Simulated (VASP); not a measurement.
Wanted: the native input for a VASP 6.6.1 run.

```
Task                   : single point
Functional             : r2SCAN
Potentials or basis    : VASP PAW PBE potentials, release 64 (Ni_sv_GW, O)
Cutoff                 : 660 eV
k mesh                 : 12 × 12 × 12
Occupations            : gaussian, width 0.02 eV
Spin                   : collinear spin, ferromagnetic start
Starting moments       : [1.83, 0.32] μB
Dipole correction      : no
Further INCAR settings : ALGO = Normal; EDIFF = 1e-06; NBANDS = 23
```

The system is NiO.

```xyz
2
Lattice="0.0000 2.0942 2.0942 2.0942 0.0000 2.0942 2.0942 2.0942 0.0000" Properties=species:S:1:pos:R:3 pbc="T T T"
Ni    0.0000    0.0000    0.0000
O     2.0942    2.0942    2.0942
```

The input as run:

POSCAR

```
NiO
1.0
    0.0000000000      2.0942116224      2.0942116224
    2.0942116224      0.0000000000      2.0942116224
    2.0942116224      2.0942116224      0.0000000000
Ni O
1 1
Direct
    0.0000000000      0.0000000000      0.0000000000
    0.5000000000      0.5000000000      0.5000000000
```

INCAR.step1

```
SYSTEM = NiO
  PREC = Accurate
  ENCUT = 660
  ISMEAR = 0
  SIGMA = 0.02
  LREAL = .False.
  LASPH = .True.
  NELM = 200
  ISPIN = 2
  MAGMOM = 1.83 0.32
  LMAXMIX = 4
  NBANDS = 23
  GGA = PE
  ALGO = Normal
  EDIFF = 1E-5
  LWAVE = .True.
  LCHARG = .False.
  GGA_COMPAT = .False.
```

INCAR.step2

```
SYSTEM = NiO
  PREC = Accurate
  ENCUT = 660
  EDIFF = 1E-6
  ISMEAR = 0
  SIGMA = 0.02
  LREAL = .False.
  LASPH = .True.
  NELM = 200
  ALGO = Normal
  ISIF = 2
  LWAVE = .False.
  LCHARG = .False.
  ISPIN = 2
  MAGMOM = 1.83 0.32
  LORBIT = 11
  LMAXMIX = 4
  METAGGA = R2SCAN
  LMIXTAU = .True.
  NBANDS = 23
  ISTART = 1
  GGA_COMPAT = .False.
```

KPOINTS

```
Automatic mesh
0
Gamma
  12 12 12
  0 0 0
```

Potentials or basis: VASP PAW PBE potentials, release 64 (Ni_sv_GW, O).

Launch:

```bash
$ cat potpaw_PBE.64/Ni_sv_GW/POTCAR potpaw_PBE.64/O/POTCAR > POTCAR
$ cp INCAR.step1 INCAR
$ mpirun -np 1 vasp_std > vasp.out
$ cp INCAR.step2 INCAR
$ mpirun -np 1 vasp_std > vasp.out
```

Results of the run:

```
Pressure                                              : -1.8 GPa
Band gap on the k mesh                                : 0.85 eV (least direct gap 1.86 eV)
Net moment                                            : 2.00 μB per cell
Site moments                                          : Ni +1.70; O +0.27 μB
Valence electrons inside the program's atomic spheres : Ni 16.10; O 5.05
```

Caveat: the PAW data sets were made with another functional, which shifts forces and pressure a little; a cell with one magnetic atom can't hold antiferromagnetic order, which such compounds often take.

Wall time 7 min on 1 thread of AMD EPYC 7R13 Processor (Zen 3), with other jobs on the host, peak memory 0.22 GiB.
